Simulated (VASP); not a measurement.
A run of VASP 6.6.1 is set up as follows.

The input INCAR:

```
SYSTEM = H7C2N
  PREC = Accurate
  ENCUT = 520
  EDIFF = 1E-6
  ISMEAR = -1
  SIGMA = 0.05
  LREAL = .False.
  LASPH = .True.
  NELM = 120
  ALGO = Normal
  ISIF = 2
  LWAVE = .False.
  LCHARG = .False.
  GGA = PE
  NBANDS = 51
  GGA_COMPAT = .False.
```

The input KPOINTS:

```
regular mesh
0
Gamma
  1 1 1
  0 0 0
```

Contents of POSCAR:

```
H7C2N
1.0
    6.8873110000      0.0000000000      0.0000000000
    0.0000000000      6.8873110000      0.0000000000
    0.0000000000      0.0000000000      6.8873110000
C H N
6 21 3
Direct
    0.2084848499      0.4012015720      0.4327813859
    0.0703322385      0.3635090676      0.2935107766
    0.5520006284      0.8221786413      0.5531912237
    0.4383278176      0.8756973513      0.3968602550
   -0.0161456336      0.8308757946      0.7169851920
    0.0408432260      1.0186994605      0.7495813678
    0.1511620428      0.4449777279      0.5767562986
    0.3629137700      0.3919817183      0.4092598693
   -0.0828480085      0.4061091477      0.3396826425
    0.1200323319      0.3081463869      0.1504215506
    0.6061001166      0.9237422268      0.6717135323
    0.6251931995      0.6796266351      0.5463815994
    0.3605180600      1.0155051805      0.3799160514
    0.4181457756      0.7739740517      0.2819097323
   -0.0466074496      0.7863010687      0.5535251711
   -0.0379683740      0.7262631236      0.8375837827
    0.0845758236      1.1231233786      0.6368378022
    0.0586585969      1.0518328561      0.9055783890
    0.6527511245      0.2713105303      0.9521713191
    0.5656343964      0.1476338153      1.1239074292
    0.5008195506      0.0847064987      0.9137818809
    0.8504189806      0.9260798590      0.3514724397
    0.8995382959      0.9443017747      0.1273791760
    0.7128761864      0.8105630775      0.1947058874
    0.2775974542      0.7010718697      1.0460831520
    0.3985735507      0.6850278723      0.8401392067
    0.3888164771      0.4888990783      0.9957296832
    0.5282032422      0.1993085545      0.9965282532
    0.8520887179      0.8485604904      0.2268084017
    0.4004320409      0.6427036619      0.9781901819
```

Potentials or basis: VASP PAW PBE potentials, release 64 (C, H, N).

Command:

```console
$ cat potpaw_PBE.64/C/POTCAR potpaw_PBE.64/H/POTCAR potpaw_PBE.64/N/POTCAR > POTCAR
$ mpirun -np 1 vasp_gam > vasp.out
```

Q: Estimate the largest force.

A: 2.724 eV/Å.

Q: Predict the band gap on the k mesh.

A: 4.05 eV.

Q: Predict the pressure.

A: -1.5 GPa.

Forces on the atoms (eV/Å):
```
C   -2.465 -0.228 -0.684
C    1.048  0.753  1.700
C   -0.564  1.168 -1.239
C    0.886  0.242  2.544
C    0.122  1.232 -2.114
C   -0.276 -2.166  0.738
H    0.643  0.110 -0.415
H    0.464 -0.219 -0.038
H    1.033 -0.773 -0.981
H   -0.706  0.378  0.313
H   -0.747 -0.809 -0.896
H   -0.264  0.343  0.200
H    0.411 -0.366  0.356
H   -0.121 -0.547 -0.574
H    0.681  0.056  2.397
H   -0.085  0.381 -0.546
H   -0.379 -0.211  0.304
H    0.239  0.526 -0.428
H   -0.637 -0.403 -0.267
H    0.304 -0.773  1.805
H   -0.019 -0.866 -0.940
H   -0.296  0.103  0.221
H    0.140  0.242 -0.689
H    0.015  0.062 -0.131
H    0.707 -0.407 -0.632
H   -0.177 -0.011 -1.159
H    0.250  1.547 -0.607
N    0.359  2.102 -0.567
N    0.344 -0.229  0.077
N   -0.908 -1.236  2.251
```

Caveat: the k points lie up to 0.91 Å⁻¹ apart.
